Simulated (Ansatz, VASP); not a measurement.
## One calculation of Sn, two programs

```xyz
1
Lattice="-1.9318 1.9318 1.9318 1.9318 -1.9318 1.9318 1.9318 1.9318 -1.9318" Properties=species:S:1:pos:R:3 pbc="T T T"
Sn    0.0000    0.0000    0.0000
```

Alike in both runs: task single point; functional PBE0; k mesh 6 × 6 × 6; occupations fermi-dirac, width 0.05 eV; no spin polarisation.

```csv
,VASP,Ansatz
version,VASP 6.6.1,Ansatz 0.2.0
potentials or method,"VASP PAW PBE potentials, release 64 (Sn_d)",Ansatz PAW
plane-wave cutoff (eV),520,420
valence electrons in the cell,14,14
```

VASP gave:

```
gap on the k mesh at the Fermi level (eV) : none
pressure (GPa)                            : -3.8
```

What did Ansatz give for the same quantities?

gap on the k mesh at the Fermi level (eV): none; pressure (GPa): -3.7.

A gap of «none» marks a metal or a gap that the smearing closes.

The k mesh is coarse, so the values compare programs but aren't converged.
